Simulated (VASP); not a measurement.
Input of a VASP 6.6.1 run:

INCAR

```
ALGO = Normal ; EDIFF = 1E-6
ENCUT = 520 ; GGA = RP
ISIF = 2 ; ISMEAR = -1
IVDW = 13 ; LASPH = T
LCHARG = T ; LELF = T
LREAL = F ; LVHAR = T
LWAVE = F ; NBANDS = 14
NELM = 80 ; PREC = Accurate
SIGMA = 0.05
```

KPOINTS

```
k-points
0
Gamma
  11 11 6
```

Contents of POSCAR:

```
Re
1.0
    2.7526821682      0.0000000000      0.0000000000
   -1.3763410841      2.3838926862      0.0000000000
    0.0000000000      0.0000000000      4.4507298850
Re
2
Direct
    0.6666666667      0.3333333333      0.7500000000
    0.3333333333      0.6666666667      0.2500000000
```

Potentials or basis: VASP PAW PBE potentials, release 64 (Re).

Run with:

```sh
$ cat potpaw_PBE.64/Re/POTCAR > POTCAR
$ mpirun -np 1 vasp_std > vasp.out
```

Task: Predict the pressure.

Result: -0.6 GPa.

Task: Estimate the band gap on the k mesh.

Result: Zero (band 7 reaches 9.41 eV, above the bottom of band 8 at 6.34 eV).

Task: Predict the dispersion energy per atom.

Result: -1.229 eV.

Stress tensor (GPa, compression positive):
```
-0.56  0.00  0.00
 0.00 -0.56  0.00
 0.00  0.00 -0.78
```

Caveat: the PAW data sets were made with another functional, which shifts forces and pressure a little; spin-orbit coupling is left out, which moves the levels of the heavy elements; pairwise dispersion overbinds metals, which lowers pressure and volume.
